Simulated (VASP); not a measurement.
Write the native input for VASP 6.6.1 that does the following.

- Task: single point
- Functional: PBE
- Potentials or basis: VASP PAW PBE potentials, release 64 (Ba_sv, Ti_sv, O)
- Cutoff: 520 eV
- k mesh: 6 × 6 × 6
- Occupations: fermi-dirac, width 0.02 eV
- Spin: no spin polarisation
- Dipole correction: no
- Further INCAR settings: ALGO = Normal; EDIFF = 1e-06; NBANDS = 28

The structure of BaTiO3 lies in POSCAR:

```
BaTiO3
1.0
    2.8631849316      1.6530605910      2.3562885169
   -2.8631849316      1.6530605910      2.3562885169
    0.0000000000     -3.3061211820      2.3562885168
Ba Ti O
1 1 3
Direct
    0.0034746476      0.0034746476      0.0034746476
    0.5177065348      0.5177065348      0.5177065348
    0.4868572192      0.9762053792      0.4868572192
    0.4868572192      0.4868572192      0.9762053792
    0.9762053792      0.4868572192      0.4868572192
```

The input as run:

INCAR

```
SYSTEM = BaTiO3
PREC = Accurate ; ENCUT = 520
EDIFF = 1E-6 ; ISMEAR = -1
SIGMA = 0.02 ; LREAL = .False.
LASPH = .True. ; NELM = 100
ALGO = Normal ; ISIF = 2
LWAVE = .False. ; LCHARG = .False.
GGA = PE ; NBANDS = 28
```

KPOINTS

```
Automatic mesh
0
Gamma
  6 6 6
  0 0 0
```

Potentials or basis: VASP PAW PBE potentials, release 64 (Ba_sv, Ti_sv, O).

Run with:

```sh
$ cat potpaw_PBE.64/Ba_sv/POTCAR potpaw_PBE.64/Ti_sv/POTCAR potpaw_PBE.64/O/POTCAR > POTCAR
$ mpirun -np 1 vasp_std > vasp.out
```

It gave:

The pressure is 1.6 GPa. The largest force is 0.091 eV/Å and the band gap on the k mesh is 2.59 eV, indirect (least direct gap 3.13 eV).

Caveat: spin-orbit coupling is left out, which moves the levels of the heavy elements.

It took 2.3 min on 1 thread of Intel Xeon 8259CL, on a shared host, peak memory 0.21 GiB.
